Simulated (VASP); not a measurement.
Write the native input for VASP 6.6.1 that does the following.

```yaml
Task: single point
Functional: PBEsol
Potentials_or_basis: VASP PAW PBE potentials, release 64 (Ba_sv, O)
Cutoff: 600 eV
k_mesh: 6 × 6 × 2
Occupations: gaussian, width 0.1 eV
Spin: no spin polarisation
Dipole_correction: no
Further_INCAR_settings: ALGO = Normal; EDIFF = 1e-06; NBANDS = 33
```

The structure of BaO lies in POSCAR:

```
BaO
1.0
    3.8890870000      0.0000000000      0.0000000000
   -1.9445440000      3.3680480000      0.0000000000
    0.0000000000      0.0000000000      9.5262790000
Ba O
3 3
Direct
    0.0000000000      0.0000000000      0.0000000000
    0.3333333300      0.6666666700      0.3333333300
    0.6666666700      0.3333333300      0.6666666700
    0.6666666700      0.3333333300      0.1666666700
    0.0000000000      0.0000000000      0.5000000000
    0.3333333300      0.6666666700      0.8333333300
```

The input as run:

INCAR

```
SYSTEM = BaO
PREC = Accurate ; ENCUT = 600
EDIFF = 1E-6 ; ISMEAR = 0
SIGMA = 0.1 ; LREAL = .FALSE.
LASPH = .TRUE. ; NELM = 120
ALGO = Normal ; ISIF = 2
LWAVE = .FALSE. ; LCHARG = .FALSE.
GGA = PS ; NBANDS = 33
GGA_COMPAT = .FALSE.
```

KPOINTS

```
Automatic mesh
0
G
  6 6 2
  0 0 0
```

Potentials or basis: VASP PAW PBE potentials, release 64 (Ba_sv, O).

The run is started by

```sh
$ cat potpaw_PBE.64/Ba_sv/POTCAR potpaw_PBE.64/O/POTCAR > POTCAR
$ mpirun -np 1 vasp_std > vasp.out
```

It gave:

```yaml
Pressure: 1.4 GPa
Band_gap_on_the_k_mesh: 1.79 eV
```

Caveat: the PAW data sets were made with another functional, which shifts forces and pressure a little; spin-orbit coupling is left out, which moves the levels of the heavy elements.

It took 78 s on 1 thread of Oxide Virtual Turin-like Processor, on a shared host, peak memory 0.26 GiB.
